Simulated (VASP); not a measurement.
A run of VASP 6.6.1 is set up as follows.

The input INCAR:

```
  ALGO = Normal
  EDIFF = 1E-6
  ENCUT = 520
  GGA = PS
  ISIF = 2
  ISMEAR = 0
  LASPH = T
  LCHARG = F
  LREAL = F
  LWAVE = F
  NBANDS = 15
  NELM = 60
  PREC = Accurate
  SIGMA = 0.15
```

File KPOINTS:

```
k-points
0
Gamma
  18 18 18
```

File POSCAR:

```
TiC
1.0
    0.0000000000      2.0882600000      2.1640000000
    2.2397400000      0.0000000000      2.1640000000
    2.2397400000      2.0882600000      0.0000000000
Ti C
1 1
Direct
    0.0000000000      0.0000000000      0.0000000000
    0.5000000000      0.5000000000      0.5000000000
```

Potentials or basis: VASP PAW PBE potentials, release 64 (Ti_sv, C).

Command:

```bash
$ cat potpaw_PBE.64/Ti_sv/POTCAR potpaw_PBE.64/C/POTCAR > POTCAR
$ mpirun -np 1 vasp_std > vasp.out
```

Question: Estimate the pressure.

Answer: -3.8 GPa.

Question: Estimate the band gap on the k mesh.

Answer: Zero (band 8 reaches 10.28 eV, above the bottom of band 9 at 8.58 eV).

Stress tensor (GPa, compression positive):
```
-16.88   0.00   0.00
  0.00  10.96   0.00
  0.00   0.00  -5.57
```

Caveat: the cell differs from its parent crystal (strain +0.0350 x Voigt [1, -1, 0, 0, 0, 0]); the PAW data sets were made with another functional, which shifts forces and pressure a little.
